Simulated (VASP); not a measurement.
HfB: single point with LDA

The system is HfB.

```
Hf B
1.0
     0.00000    2.56883    2.56883
     2.56883    0.00000    2.56883
     2.56883    2.56883    0.00000
Hf B
1 1
Direct
  0.00000 0.00000 0.00000
  0.25000 0.25000 0.25000
```

```yaml
Program: VASP 6.6.1
Task: single point
Functional: LDA
Potentials_or_basis: VASP PAW LDA potentials, release 64 (Hf_pv, B)
Cutoff: 500 eV
k_mesh: 7 × 7 × 7
Occupations: methfessel-paxton, width 0.1 eV
Spin: no spin polarisation
```

| Item | Value |
| --- | --- |
| Pressure | 0.4 GPa |
| Band gap on the k mesh | zero (an odd number of electrons rules out a gap without spin polarisation) |

Levels at points of the mesh, in eV from the Fermi level:
```csv
k point,band 4,band 5,band 6,band 7,band 8,band 9,band 10,band 11
"(0.00, 0.00, 0.00)",-8.26,-1.40,-1.40,-1.40,3.30,3.30,6.19,9.84
```

Run time: 9.9 s on 1 thread of Intel(R) Xeon(R) Platinum 8259CL CPU @ 2.50GHz (Skylake/Cascade Lake) (shared host), peak memory 0.14 GiB.

Caveat: spin-orbit coupling is left out, which moves the levels of the heavy elements.
